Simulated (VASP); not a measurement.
Set up this calculation in VASP 6.6.1, as the native input.

| Quantity | Value |
| --- | --- |
| Task | single point |
| Functional | PBE |
| Potentials or basis | VASP PAW PBE potentials, release 64 (Sr_sv, Os) |
| Cutoff | 520 eV |
| k mesh | 10 × 10 × 10 |
| Occupations | gaussian, width 0.05 eV |
| Spin | no spin polarisation |
| Dipole correction | no |
| Further INCAR settings | ALGO = Normal; EDIFF = 1e-07; NBANDS = 16 |

The structure of SrOs lies in POSCAR:

```
SrOs
1.0
    3.6003672161      0.0000000000      0.0000000000
    0.0000000000      3.6003672161      0.0000000000
    0.0000000000      0.0000000000      3.6003672161
Sr Os
1 1
Direct
    0.0000000000      0.0000000000      0.0000000000
    0.5000000000      0.5000000000      0.5000000000
```

One way to write it, as run:

INCAR

```
ALGO = Normal ; EDIFF = 1E-7
ENCUT = 520 ; GGA = PE
ISIF = 2 ; ISMEAR = 0
LASPH = T ; LCHARG = F
LREAL = F ; LWAVE = F
NBANDS = 16 ; NELM = 100
PREC = Accurate ; SIGMA = 0.05
```

KPOINTS

```
k-points
0
Gamma
  10 10 10
```

Potentials or basis: VASP PAW PBE potentials, release 64 (Sr_sv, Os).

Run with:

```sh
$ cat potpaw_PBE.64/Sr_sv/POTCAR potpaw_PBE.64/Os/POTCAR > POTCAR
$ mpirun -np 1 vasp_std > vasp.out
```

Results of the run:

* Pressure: 0.3 GPa
* Band gap on the k mesh: zero (bands 9 and 10 overlap by 1.63 eV)

Caveat: spin-orbit coupling is left out, which moves the levels of the heavy elements.

It took 62 s on 1 thread of Intel Xeon 8259CL, on a shared host, peak memory 0.19 GiB.
